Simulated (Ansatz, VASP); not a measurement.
# SrO in VASP and in Ansatz

File INCAR:

```
SYSTEM = SrO
ALGO     = Normal         ! electronic algorithm
EDIFF    = 1E-8           ! SCF threshold, eV
ENCUT    = 520            ! plane-wave cutoff, eV
GGA      = PE             ! functional
ISIF     = 2              ! what is computed and relaxed
ISMEAR   = -1             ! smearing method
LASPH    = .True.         ! aspherical terms in the spheres
LCHARG   = .False.        ! write CHGCAR
LEFG     = .True.       
LREAL    = .False.        ! projectors in reciprocal space
LWAVE    = .False.        ! write WAVECAR
NBANDS   = 15             ! bands
NELM     = 60             ! most SCF steps
PREC     = Accurate       ! precision mode
SIGMA    = 0.03           ! smearing width, eV
```

KPOINTS

```
k-points
0
Gamma
  6 6 6
  0 0 0
```

Contents of POSCAR:

```
SrO
1.0
    0.0000000000      2.5698000000      2.5698000000
    2.5698000000      0.0000000000      2.5698000000
    2.5698000000      2.5698000000      0.0000000000
Sr O
1 1
Direct
    0.0000000000      0.0000000000      0.0000000000
    0.5000000000      0.5000000000      0.5000000000
```

Input for Ansatz:

```yaml
crystal:
  lattice:
    - [0.0, 2.5698, 2.5698]
    - [2.5698, 0.0, 2.5698]
    - [2.5698, 2.5698, 0.0]
  atoms:
    - { symbol: Sr, position: [0.0, 0.0, 0.0] }
    - { symbol: O, position: [0.5, 0.5, 0.5] }
kpoints:
  mp_grid: { grid: [6, 6, 6] }
scf:
  occupations: { method: fermi_dirac, width: 0.03 }
hamiltonian:
  xc: pbe
  pseudopotentials: { kind: paw }
output:
  forces: true
  stress: true
  eigenvalues: true
  efg: { contact_densities: true }
```

Alike in both runs: task electric field gradients; functional PBE; k mesh 6 × 6 × 6; occupations fermi-dirac, width 0.03 eV; no spin polarisation.

```csv
,VASP,Ansatz
version,VASP 6.6.1,Ansatz 0.2.0
potentials or method,"VASP PAW PBE potentials, release 64 (Sr_sv, O)","PAW with Ansatz's default frozen-core files, scalar-relativistic"
plane-wave cutoff (eV),520,420
valence electrons in the cell,16,16
```

```tsv
	VASP	Ansatz	Ansatz less VASP
gap on the k mesh at the Fermi level (eV)	3.26	3.31	+0.049
pressure (GPa)	3.5	2.9	-0.59
```
